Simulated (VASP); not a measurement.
Input of a VASP 6.6.1 run:

The input INCAR:

```
ALGO = Normal ; EDIFF = 1E-6
ENCUT = 520 ; ISIF = 2
ISMEAR = 0 ; LASPH = T
LCHARG = F ; LREAL = Auto
LWAVE = F ; NBANDS = 94
NELM = 80 ; PREC = Accurate
SIGMA = 0.01
```

The input KPOINTS:

```
k-points
0
Gamma
  4 4 1
```

File POSCAR:

```
ReS2
1.0
    6.3355089393      0.0000000000      0.0000000000
    3.1112149501      5.6366336777      0.0000000000
    0.0000000000      0.0000000000     23.0000000000
Re S
8 16
Direct
    0.1217509518      0.2112687337      0.3653067994
    0.2450136531      0.5872257259      0.3694618331
    0.6948876457      0.1860222256      0.3668415341
    0.6718826780      0.6124710129      0.3679249952
    0.4550842851      0.5446020670      0.6305241907
    0.5783469864      0.9205590592      0.6346792244
    1.0282209790      0.5193555589      0.6320589254
    1.0052160113      0.9458043462      0.6331423865
    0.8663834063      0.8035865928      0.3158850369
    0.3307780708      0.8320972237      0.3087007631
    0.0360291291      0.9663328396      0.4260844165
    0.0008929480      0.5029257807      0.4351155771
    0.5003993430      0.9948860370      0.4188878189
    0.8301116125      0.3387288555      0.2918739789
    0.5366324604      0.4597124372      0.4429240769
    0.3658437923      0.2955096511      0.2996888219
    1.1997167396      1.1369199261      0.5811024282
    0.6641114041      1.1654305570      0.5739181545
    0.3693624624      1.2996661729      0.6913018078
    0.3342262813      0.8362591140      0.7003329684
    0.8337326763      1.3282193703      0.6841052102
    1.1634449458      0.6720621888      0.5570913702
    0.8699657937      0.7930457705      0.7081414682
    0.6991771256      0.6288429844      0.5649062132
```

Potentials or basis: VASP PAW LDA potentials, release 64 (Re, S).

Run with:

```bash
$ cat potpaw_LDA.64/Re/POTCAR potpaw_LDA.64/S/POTCAR > POTCAR
$ mpirun -np 1 vasp_std > vasp.out
```

Question: What does it give for the largest force?

Answer: 0.217 eV/Å.

Question: What does it give for the band gap on the k mesh?

Answer: 1.37 eV.

Forces in eV/Å, atoms in the order of the input:
```
Re   0.133 -0.030 -0.125
Re  -0.134  0.032  0.128
Re  -0.107 -0.138 -0.028
Re   0.089  0.141  0.043
Re   0.137 -0.040 -0.108
Re  -0.136  0.026  0.141
Re  -0.093 -0.149 -0.027
Re   0.107  0.134  0.049
S    0.024  0.002  0.193
S   -0.039  0.169  0.131
S    0.042 -0.133 -0.139
S   -0.035  0.054 -0.116
S   -0.024 -0.010 -0.165
S   -0.047  0.048  0.061
S    0.040 -0.074 -0.116
S    0.031 -0.106  0.062
S    0.023  0.011  0.163
S   -0.045  0.139  0.133
S    0.036 -0.162 -0.137
S   -0.027  0.106 -0.076
S   -0.027 -0.002 -0.194
S   -0.037  0.078  0.102
S    0.051 -0.044 -0.076
S    0.038 -0.051  0.102
```

Caveat: spin-orbit coupling is left out, which moves the levels of the heavy elements.
